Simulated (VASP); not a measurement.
Input of a VASP 6.6.1 run:

INCAR

```
ALGO     = Fast           # electronic algorithm
EDIFF    = 1E-6           # SCF threshold, eV
ENCUT    = 520            # plane-wave cutoff, eV
GGA      = PE             # functional
ISIF     = 2              # what is computed and relaxed
ISMEAR   = 0              # smearing method
LASPH    = T              # aspherical terms in the spheres
LCHARG   = F              # write CHGCAR
LREAL    = F              # projectors in reciprocal space
LWAVE    = F              # write WAVECAR
NBANDS   = 38             # bands
NELM     = 80             # most SCF steps
PREC     = Accurate       # precision mode
SIGMA    = 0.1            # smearing width, eV
```

Contents of KPOINTS:

```
k-points
0
Gamma
  15 15 4
```

The input POSCAR:

```
Bi
1.0
    3.5237370427      0.0000000000      0.0000000000
   -1.7618685214      3.0516457952      0.0000000000
    0.0000000000      0.0000000000     11.7889071864
Bi
4
Direct
    0.0000000000      0.0000000000      0.0000000000
    0.0000000000      0.0000000000      0.5000000000
    0.3333333333      0.6666666667      0.7500000000
    0.6666666667      0.3333333333      0.2500000000
```

Potentials or basis: VASP PAW PBE potentials, release 64 (Bi_d).

The run is started by

```bash
$ cat potpaw_PBE.64/Bi_d/POTCAR > POTCAR
$ mpirun -np 1 vasp_std > vasp.out
```

Q: What does it give for the band gap on the k mesh?

A: Zero (band 30 reaches 11.94 eV, above the bottom of band 31 at 5.59 eV).

Q: Predict the pressure.

A: -0.1 GPa.

Caveat: spin-orbit coupling is left out, which moves the levels of the heavy elements.
